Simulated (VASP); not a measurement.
A run of VASP 6.6.1 is set up as follows.

The input INCAR:

```
SYSTEM = Zr
PREC     = Accurate       ! precision mode
ENCUT    = 520            ! plane-wave cutoff, eV
EDIFF    = 1E-6           ! SCF threshold, eV
ISMEAR   = -1             ! smearing method
SIGMA    = 0.1            ! smearing width, eV
LREAL    = .FALSE.        ! projectors in reciprocal space
LASPH    = .TRUE.         ! aspherical terms in the spheres
NELM     = 60             ! most SCF steps
ALGO     = Normal         ! electronic algorithm
ISIF     = 2              ! what is computed and relaxed
LWAVE    = .FALSE.        ! write WAVECAR
LCHARG   = .FALSE.        ! write CHGCAR
GGA      = B5             ! functional
ALDAX    = 1.0          
AGGAX    = 1.0          
AGGAC    = 1.0          
ALDAC    = 0.0          
NBANDS   = 12             ! bands
```

The input KPOINTS:

```
regular mesh
0
G
  14 14 14
  0 0 0
```

The input POSCAR:

```
Zr
1.0
   -1.8344078557      1.8344078557      1.8344078557
    1.8344078557     -1.8344078557      1.8344078557
    1.8344078557      1.8344078557     -1.8344078557
Zr
1
Direct
    0.0000000000      0.0000000000      0.0000000000
```

Potentials or basis: VASP PAW PBE potentials, release 64 (Zr_sv).

The run is started by

```bash
$ cat potpaw_PBE.64/Zr_sv/POTCAR > POTCAR
$ mpirun -np 1 vasp_std > vasp.out
```

(1) Predict the band gap on the k mesh.

(2) Predict the pressure.

Results:

(1) zero (bands 6 and 7 overlap by 1.56 eV).

(2) -3.0 GPa.

Caveat: the cell stands under tension; the PAW data sets were made with another functional, which shifts forces and pressure a little.
